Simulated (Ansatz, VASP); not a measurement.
F: VASP beside Ansatz

```
F
1.0
     3.22697   -1.76751   -0.24889
     3.22697    1.76751   -0.24889
    -2.45252    0.00000    7.08921
F
4
Cartesian
  0.3170 0.0000 0.6242
  3.6844 0.0000 5.9673
  1.7810 0.0000 3.9593
  2.2204 0.0000 2.6321
```

Change from the starting cell: volume 19.678 Å^3 an atom, stretch along a over the lengths across it, relative to the relaxed cell 1.0493.

Alike in both runs: task single point; functional PBEsol; k mesh 4 × 4 × 2; occupations gaussian, width 0.05 eV; no spin polarisation.

```csv
,VASP,Ansatz
version,VASP 6.6.1,Ansatz 0.2.0
potentials or method,"VASP PAW PBE potentials, release 64 (F), cutoff 520 eV","scalar-relativistic, plane waves, PAW"
valence electrons in the cell,28,28
```

Ansatz gave:

| Property | Result |
| --- | --- |
| gap on the k mesh at the Fermi level (eV) | 3.15 |
| least direct gap on the mesh (eV) | 3.23 |
| pressure (GPa) | 0.1 |
| traceless stress, the component that is largest in VASP (GPa) | 0.19 |
| rms of the force components (eV/Å) | 0.036 |

Problem. Which values does VASP return?

Solution. gap on the k mesh at the Fermi level (eV): 3.07; least direct gap on the mesh (eV): 3.15; pressure (GPa): 0.4; traceless stress, the component that is largest in VASP (GPa): 1.51; rms of the force components (eV/Å): 0.288.

VASP's potentials were made for PBE, not for PBEsol. Atom by atom the forces differ by 0.251 eV/Å (rms over components).

The k mesh is coarse, so the values compare programs but aren't converged.
